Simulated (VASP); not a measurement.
Wanted: the native input for a VASP 6.6.1 run.

* Task: single point
* Functional: r2SCAN
* Potentials or basis: VASP PAW PBE potentials, release 64 (Sn_d)
* Cutoff: 520 eV
* k mesh: 12 × 12 × 12
* Occupations: fermi-dirac, width 0.1 eV
* Spin: no spin polarisation
* Dipole correction: no
* Further INCAR settings: ALGO = Normal; EDIFF = 1e-06; NBANDS = 13

Sn:

```
CELL_PARAMETERS angstrom
3.01068 0.00000 0.00000
0.00000 3.01068 0.00000
0.00000 0.00000 3.01068
ATOMIC_POSITIONS crystal
Sn 0.00000 0.00000 0.00000
```

This cell differs from its parent crystal: volume scaled by 0.96.

The input as run:

POSCAR

```
Sn
1.0
    3.0106832419      0.0000000000      0.0000000000
    0.0000000000      3.0106832419      0.0000000000
    0.0000000000      0.0000000000      3.0106832419
Sn
1
Direct
    0.0000000000      0.0000000000      0.0000000000
```

INCAR.step1

```
SYSTEM = Sn
ALGO = Normal ; EDIFF = 1E-4
ENCUT = 520 ; GGA = PE
ISMEAR = -1 ; LASPH = .True.
LCHARG = .False. ; LREAL = .False.
LWAVE = .True. ; NBANDS = 13
NELM = 60 ; PREC = Accurate
SIGMA = 0.1
```

INCAR.step2

```
SYSTEM = Sn
ALGO = Normal ; EDIFF = 1E-6
ENCUT = 520 ; ISIF = 2
ISMEAR = -1 ; ISTART = 1
LASPH = .True. ; LCHARG = .True.
LELF = .True. ; LMIXTAU = .True.
LREAL = .False. ; LVHAR = .True.
LWAVE = .False. ; METAGGA = R2SCAN
NBANDS = 13 ; NELM = 60
PREC = Accurate ; SIGMA = 0.1
```

KPOINTS

```
k-points
0
Gamma
  12 12 12
  0 0 0
```

Potentials or basis: VASP PAW PBE potentials, release 64 (Sn_d).

The run is started by

```console
$ cat potpaw_PBE.64/Sn_d/POTCAR > POTCAR
$ cp INCAR.step1 INCAR
$ mpirun -np 1 vasp_std > vasp.out
$ cp INCAR.step2 INCAR
$ mpirun -np 1 vasp_std > vasp.out
```

Results of the run:

| Item | Value |
| --- | --- |
| Pressure | 2.7 GPa |
| Band gap on the k mesh | zero (band 7 reaches 13.63 eV, above the bottom of band 8 at 5.25 eV) |

Caveat: the PAW data sets were made with another functional, which shifts forces and pressure a little; spin-orbit coupling is left out, which moves the levels of the heavy elements.

Run time: 44 s on 1 thread of AMD EPYC 9R45 96-Core Processor (Zen 5), with other jobs on the host, peak memory 0.13 GiB.
